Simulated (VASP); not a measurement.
Write the native input for VASP 6.6.1 that does the following.

* Task: single point
* Functional: PBE
* Potentials or basis: VASP PAW PBE potentials, release 64 (Sn_d, Pb_d, Se)
* Cutoff: 520 eV
* k mesh: 4 × 4 × 2
* Occupations: gaussian, width 0.1 eV
* Spin: no spin polarisation
* Dipole correction: no
* Further INCAR settings: ALGO = Normal; EDIFF = 1e-06; NBANDS = 50

The structure of Sn3PbSe4 lies in POSCAR:

```
Sn3PbSe4
1.0
    4.3212560100      0.0000000000      0.0000000000
    0.0000000000      6.1111788500      0.0000000000
    0.0000000000      0.0000000000      8.6425120200
Sn Pb Se
3 1 4
Direct
    0.0000000000      0.0000000000      0.7500000000
    0.0000000000      0.0000000000      0.2500000000
    0.5000000000      0.5000000000      0.5000000000
    0.5000000000      0.5000000000      0.0000000000
    0.0000000000      0.5000000000      0.7500000000
    0.5000000000      0.0000000000      0.0000000000
    0.0000000000      0.5000000000      0.2500000000
    0.5000000000      0.0000000000      0.5000000000
```

The input as run:

INCAR

```
SYSTEM = Sn3PbSe4
PREC = Accurate ; ENCUT = 520
EDIFF = 1E-6 ; ISMEAR = 0
SIGMA = 0.1 ; LREAL = .False.
LASPH = .True. ; NELM = 80
ALGO = Normal ; ISIF = 2
LWAVE = .False. ; LCHARG = .False.
GGA = PE ; NBANDS = 50
```

KPOINTS

```
Automatic mesh
0
Gamma
  4 4 2
  0 0 0
```

Potentials or basis: VASP PAW PBE potentials, release 64 (Sn_d, Pb_d, Se).

Command:

```sh
$ cat potpaw_PBE.64/Sn_d/POTCAR potpaw_PBE.64/Pb_d/POTCAR potpaw_PBE.64/Se/POTCAR > POTCAR
$ mpirun -np 1 vasp_std > vasp.out
```

Results of the run:

| Property | Result |
| --- | --- |
| Pressure | -0.6 GPa |
| Largest force | 0.285 eV/Å |
| Band gap on the k mesh | 0.07 eV |

Caveat: spin-orbit coupling is left out, which moves the levels of the heavy elements.

Wall time 4.8 min on 1 thread of AMD EPYC 7R43 64-Core Processor (Zen 3), with other jobs on the host, peak memory 0.35 GiB.
